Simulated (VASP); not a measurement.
Runs of VASP 6.6.1 on CsPbCl3. The structure is that of space group R-3m (No. 166), or close to it. The cells are those of the table. 

```csv
cell,gap on the mesh (eV),pressure (GPa)
"a = 5.894 Å, angles 105.7°, 5 atoms",0.91,-2.3
"a = 5.763 Å, angles 75.7°, 5 atoms",1.75,(b)
"a = 5.740 Å, angles 101.4°, 5 atoms",1.03,-1.9
"a = 6.291 Å, angles 60.0°, 5 atoms",0.35,0.3
"a = 6.116 Å, angles 109.5°, 5 atoms",0.19,(a)
```

Alike in all rows: task single point; level LDA; potentials or basis VASP PAW LDA potentials, release 64 (Cs_sv, Pb_d, Cl); no spin polarisation; k mesh 6 × 6 × 6; cutoff (eV) 520; smearing gaussian 0.05 eV.

Question: Estimate the missing entries.

Answer: (a) -2.0; (b) -1.7.

Caveats: spin-orbit coupling is left out, which moves the levels of the heavy elements.

A k mesh can miss the band edges, and the runs leave out spin-orbit coupling on Cs, Pb.
